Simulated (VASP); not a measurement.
# Os (P6_3/mmc) in VASP: a series of runs

Aim: see how the results for Os move with the level of theory and the settings. Levels: r2SCAN+rVV10, BHLYP, r2SCAN+D3(BJ). Tasks: single point.

Everything below comes from runs of VASP 6.6.1. Logs are shortened: lines on timing, memory, paths and dates and some standing lists are left out, and cuts for length are marked.

## (1) The cell of the first run

Symmetry: P6_3/mmc, No. 194, hexagonal system. Conventional cell: a = 2.788 Å, b = 2.788 Å, c = 4.404 Å, α = 90.00°, β = 90.00°, γ = 120.00°. Os (site symmetry -6m2) has 12 Os at 2.73 to 2.79 Å within 3.6 Å.

## (2) Single point, r2SCAN+rVV10

POSCAR reads:

```
Os
1.0
    2.7877234178      0.0000000000      0.0000000000
   -1.3938617089      2.4142392985      0.0000000000
    0.0000000000      0.0000000000      4.4044215090
Os
2
Direct
    0.6666666667      0.3333333333      0.7500000000
    0.3333333333      0.6666666667      0.2500000000
```

INCAR.step1 reads:

```
PREC = Accurate ; ENCUT = 620
ISMEAR = -1 ; SIGMA = 0.05
LREAL = False ; LASPH = True
NELM = 120 ; NBANDS = 23
GGA = PE ; ALGO = Normal
EDIFF = 1E-5 ; LWAVE = True
LCHARG = False ; GGA_COMPAT = False
```

INCAR.step2 reads:

```
PREC = Accurate ; ENCUT = 620
EDIFF = 1E-6 ; ISMEAR = -1
SIGMA = 0.05 ; LREAL = False
LASPH = True ; NELM = 120
ALGO = Normal ; ISIF = 2
LWAVE = False ; LCHARG = True
METAGGA = R2SCAN ; LMIXTAU = True
LUSE_VDW = True ; IVDW_NL = 2
BPARAM = 11.95 ; CPARAM = 0.0093
LELF = True ; LVHAR = True
NBANDS = 23 ; ISTART = 1
GGA_COMPAT = False
```

KPOINTS reads:

```
Automatic mesh
0
Gamma
  11 11 6
```

Potentials or basis: VASP PAW PBE potentials, release 64 (Os_sv_GW).

Command:

```sh
cat potpaw_PBE.64/Os_sv_GW/POTCAR > POTCAR
cp INCAR.step1 INCAR
mpirun -np 1 vasp_std > vasp.out
cp INCAR.step2 INCAR
mpirun -np 1 vasp_std > vasp.out
```

OUTCAR:

```text
PREC = Accurate
   ENCUT = 620
   EDIFF = 1E-6
   ISMEAR = -1
   LREAL = False
   LASPH = True
   NELM = 120
   ISIF = 2
   METAGGA = R2SCAN
   IVDW_NL = 2
   BPARAM = 11.95
   ISTART = 1

 ion  position               nearest neighbor table
   1  0.667  0.333  0.750-   2 2.73   2 2.73   2 2.73   2 2.73   2 2.73   2 2.73
   2  0.333  0.667  0.250-   1 2.73   1 2.73   1 2.73   1 2.73   1 2.73   1 2.73

  LATTYP: Found a hexagonal cell.
 ALAT       =     2.7877234178
 C/A-ratio  =     1.5799348963

  Lattice vectors:

 A1 = (   2.7877234178,   0.0000000000,   0.0000000000)
 A2 = (  -1.3938617089,   2.4142392985,   0.0000000000)
 A3 = (   0.0000000000,   0.0000000000,   4.4044215090)

Analysis of symmetry for initial positions (statically):
=====================================================================
 Subroutine PRICEL returns:
 Original cell was already a primitive cell.

 Routine SETGRP: Setting up the symmetry group for a
 hexagonal supercell.

 Subroutine GETGRP returns: Found 24 space group operations
 (whereof 12 operations were pure point group operations)
 out of a pool of 24 trial point group operations.

The static configuration has the point symmetry D_3d.
 The point group associated with its full space group is D_6h.

Analysis of symmetry for dynamics (positions and initial velocities):
=====================================================================
 Subroutine PRICEL returns:
 Original cell was already a primitive cell.

 Routine SETGRP: Setting up the symmetry group for a
 hexagonal supercell.

 Subroutine GETGRP returns: Found 24 space group operations
 (whereof 12 operations were pure point group operations)
 out of a pool of 24 trial point group operations.

The dynamic configuration has the point symmetry D_3d.
 The point group associated with its full space group is D_6h.

 Subroutine INISYM returns: Found 24 space group operations
 (whereof 12 operations are pure point group operations),
 and found     1 'primitive' translations

----------------------------------------------------------------------------------------

                                     Primitive cell

  volume of cell :      29.6428

[... 81 lines left out ...]
   ICHARG =      0    charge: 1-file 2-atom 10-const
   ISPIN  =      1    spin polarized calculation?
   LNONCOLLINEAR =      F non collinear calculations
   LSORBIT =      F    spin-orbit coupling
   LASPH  =      T    aspherical Exc in radial PAW
   ENCUT  =  620.0 eV  45.57 Ry    6.75 a.u.   5.66  5.66  8.94*2*pi/ulx,y,z
   NELM   =    120;   NELMIN=  2; NELMDL=  0     # of ELM steps
   EDIFF  = 0.1E-05   stopping-criterion for ELM
   LREAL  =      F    real-space projection
   EDIFFG = 0.1E-04   stopping-criterion for IOM
   NSW    =      0    number of steps for IOM
   IBRION =     -1    ionic relax: 0-MD 1-quasi-New 2-CG
   NFREE  =      0    steps in history (QN), initial steepest desc. (CG)
   ISIF   =      2    stress and relaxation
   ISYM   =      2    0-nonsym 1-usesym 2-fastsym
   POTIM  = 0.5000    time-step for ionic-motion
   TEBEG  =    0.0;   TEEND  =   0.0 temperature during run
   PSTRESS=    0.0 pullay stress
   NELECT =      32.0000    total number of electrons
   NUPDOWN=      -1.0000    fix difference up-down
   EMIN   =  10.00;   EMAX   =-10.00  energy-range for DOS
   EFERMI =   0.00;   METHOD = LEGACY
   ISMEAR =    -1;   SIGMA  =   0.05  broadening in eV -4-tet -1-fermi 0-gaus
   EFERMI_NEDOS =   21; number of points for ismear=-14 and -15
   IALGO  =     38    algorithm
   IMIX   =      4    mixing-type and parameters
     AMIX     =   0.40;   BMIX     =  1.00
     AMIX_MAG =   1.60;   BMIX_MAG =  1.00
  volume/ion in A,a.u.               =      14.82       100.02
  Fermi-wavevector in a.u.,A,eV,Ry     =   1.679391  3.173589 38.373255  2.820355
  Thomas-Fermi vector in A             =   2.763311
   LORBIT       =      0    0 simple, 1 ext, 2 COOP (PROOUT), +10 PAW based schemes
   METAGGA = R2SCAN    functional components
   LHFCALC =     F    Hartree Fock is set to
   AEXX    =    0.0000 exact exchange contribution
   IVDW_NL    =     2    kernel type
   BPARAM     =11.9500
   IVDW    =     0    specifies the selected vdW correction
   LEPSILON=     F    determine dielectric tensor
   LRPA    =     F    only Hartree local field effects (RPA)
 non-spin polarized calculation
  energy-cutoff  :      620.00
  volume of cell :       29.64
 maximum number of plane-waves:      1085
 NGX is ok and might be reduce to    24
   NGX = 11   NGY = 11   NGZ = 17

 number of electron      31.9999999 magnetization

 Free energy of the ion-electron system (eV)
  ---------------------------------------------------
  ext. energy  EPLUGINS =         0.00000000
  ---------------------------------------------------
  free energy    TOTEN  =      -107.52770102 eV

  energy without entropy =     -107.51398139  energy(sigma->0) =     -107.52084121

 E-fermi :  12.4648     XC(G=0): -15.6309

 val. band max:       12.4483608688   @ k =   0.0000   0.0000   0.0000
 cond. band min:      12.5147782332   @ k =   0.3636   0.0909   0.3333
 fundamental gap:      0.0664173644
 Fermi energy:        12.4647765841

 k-point     1 :       0.0000    0.0000    0.0000
  band No.  band energies     occupation
      1     -76.1766      2.00000
      2     -76.0766      2.00000
      3     -35.4157      2.00000
      4     -34.5886      2.00000
      5     -34.5886      2.00000
      6     -34.4309      2.00000
[... 613 lines left out ...]
     22      27.3405      0.00000
     23      28.4731      0.00000

 [... further k-points ...]

------------------------ aborting loop because EDIFF is reached ----------------------------------------

  FORCE on cell =-STRESS in cart. coord.  units (eV):
  Direction    XX          YY          ZZ          XY          YZ          ZX
  --------------------------------------------------------------------------------------
  -------------------------------------------------------------------------------------
  Total       -4.2741365     -4.2741365     -4.6442352      0.0000000      0.0000000     -0.0000000
  in kB     -231.0149572   -231.0149572   -251.0186092      0.0000000      0.0000000     -0.0000000
  external PRESSURE =    -237.6828412 kB  Pullay stress =       0.0000000 kB

 VOLUME and BASIS-vectors are now :
 -----------------------------------------------------------------------------
  energy-cutoff  :      620.00
  volume of cell :       29.64
      direct lattice vectors                 reciprocal lattice vectors
     2.787723418  0.000000000  0.000000000     0.358715644  0.207104573  0.000000000
    -1.393861709  2.414239299  0.000000000     0.000000000  0.414209147  0.000000000
     0.000000000  0.000000000  4.404421509     0.000000000  0.000000000  0.227044573

 POSITION                                       TOTAL-FORCE (eV/Angst)
 -----------------------------------------------------------------------------------
      1.39386      0.80475      3.30332         0.000000     -0.000000      0.000000
     -0.00000      1.60949      1.10111        -0.000000      0.000000      0.000000
 -----------------------------------------------------------------------------------
    total drift:                               -0.000000      0.000000     -0.000000

  FREE ENERGIE OF THE ION-ELECTRON SYSTEM (eV)
  ---------------------------------------------------
  free  energy   TOTEN  =      -107.5277010246 eV

  energy  without entropy=     -107.5139813904  energy(sigma->0) =     -107.52084121
```

OUTCAR.step1:

```text
PREC = Accurate
   ENCUT = 620
   ISMEAR = -1
   LREAL = False
   LASPH = True
[... 848 lines left out ...]
      1.39386      0.80475      3.30332        -0.000000     -0.000000      0.000000
     -0.00000      1.60949      1.10111         0.000000      0.000000      0.000000
 -----------------------------------------------------------------------------------
    total drift:                               -0.000000      0.000000     -0.000000

  FREE ENERGIE OF THE ION-ELECTRON SYSTEM (eV)
  ---------------------------------------------------
  free  energy   TOTEN  =       -24.6817472656 eV

  energy  without entropy=      -24.6672553770  energy(sigma->0) =      -24.67450132
```

Run time: 91 s. Hardware: 1 thread of Intel Xeon 6975P-C (Granite Rapids), shared host; peak memory 0.29 GiB.

What came out:

- Free energy: -107.5277 eV
- Pressure: -23.8 GPa
- Band gap on the k mesh: zero (bands 16 and 17 overlap by 3.72 eV)

Stress tensor (GPa, compression positive):
```
-23.10   0.00   0.00
  0.00 -23.10   0.00
  0.00   0.00 -25.10
```

Caveat: the cell stands under tension; the PAW data sets were made with another functional, which shifts forces and pressure a little; spin-orbit coupling is left out, which moves the levels of the heavy elements.

## (3) Single point, BHLYP

This run uses another cell than the first one, of 14.26 Å³/atom.

POSCAR reads:

```
Os
1.0
    2.7522071502      0.0000000000      0.0000000000
   -1.3761035751      2.3834813086      0.0000000000
    0.0000000000      0.0000000000      4.3483081185
Os
2
Direct
    0.6666666667      0.3333333333      0.7500000000
    0.3333333333      0.6666666667      0.2500000000
```

INCAR.step1 reads:

```
SYSTEM = Os
ALGO = Normal
EDIFF = 1E-5
ENCUT = 520
GGA = PE
ISIF = 2
ISMEAR = -1
LASPH = .True.
LCHARG = .False.
LREAL = .False.
LWAVE = .True.
NBANDS = 15
NELM = 80
PREC = Accurate
SIGMA = 0.05
```

INCAR.step2 reads:

```
SYSTEM = Os
AEXX = 0.5
AGGAC = 1.0
AGGAX = 0.5
ALDAC = 0.0
ALDAX = 0.5
ALGO = Normal
EDIFF = 1E-7
ENCUT = 520
GGA = B5
ISIF = 2
ISMEAR = -1
ISTART = 1
LASPH = .True.
LCHARG = .False.
LHFCALC = .True.
LREAL = .False.
LWAVE = .False.
NBANDS = 15
NELM = 80
PREC = Accurate
PRECFOCK = Normal
SIGMA = 0.05
```

KPOINTS reads:

```
k-points
0
Gamma
  6 6 3
  0 0 0
```

Potentials or basis: VASP PAW PBE potentials, release 64 (Os).

Command:

```sh
cat potpaw_PBE.64/Os/POTCAR > POTCAR
cp INCAR.step1 INCAR
mpirun -np 1 vasp_std > vasp.out
cp INCAR.step2 INCAR
mpirun -np 1 vasp_std > vasp.out
```

Run time: 10 min. Hardware: 1 thread of Intel Xeon Platinum 8488C (Sapphire Rapids), shared host; peak memory 0.15 GiB.

It converged, with:

| Property | Result |
| --- | --- |
| Free energy | -30.3294 eV |
| Pressure | -6.6 GPa |
| Band gap on the k mesh | zero (bands 8 and 9 overlap by 6.70 eV) |

Stress tensor (GPa, compression positive):
```
 -3.74   0.00   0.00
  0.00  -3.74   0.00
  0.00   0.00 -12.36
```

Levels at points of the mesh, in eV from the Fermi level:
| k point | band 6 | band 7 | band 8 | band 9 | band 10 | band 11 |
| --- | --- | --- | --- | --- | --- | --- |
| (0.00, 0.00, 0.00) | -3.66 | -3.66 | -3.00 | -3.00 | -0.65 | 3.11 |
| (0.50, 0.00, 0.00) | -3.96 | -2.92 | 3.70 | 4.21 | 4.34 | 6.65 |

Caveat: the k points lie up to 0.48 Å⁻¹ apart, too coarse for converged energies and pressures of a metal; the PAW data sets were made with another functional, which shifts forces and pressure a little; spin-orbit coupling is left out, which moves the levels of the heavy elements.

[end of part 1 of 2]

The gap in the log of VASP goes by the Fermi energy; the results here count the filled bands.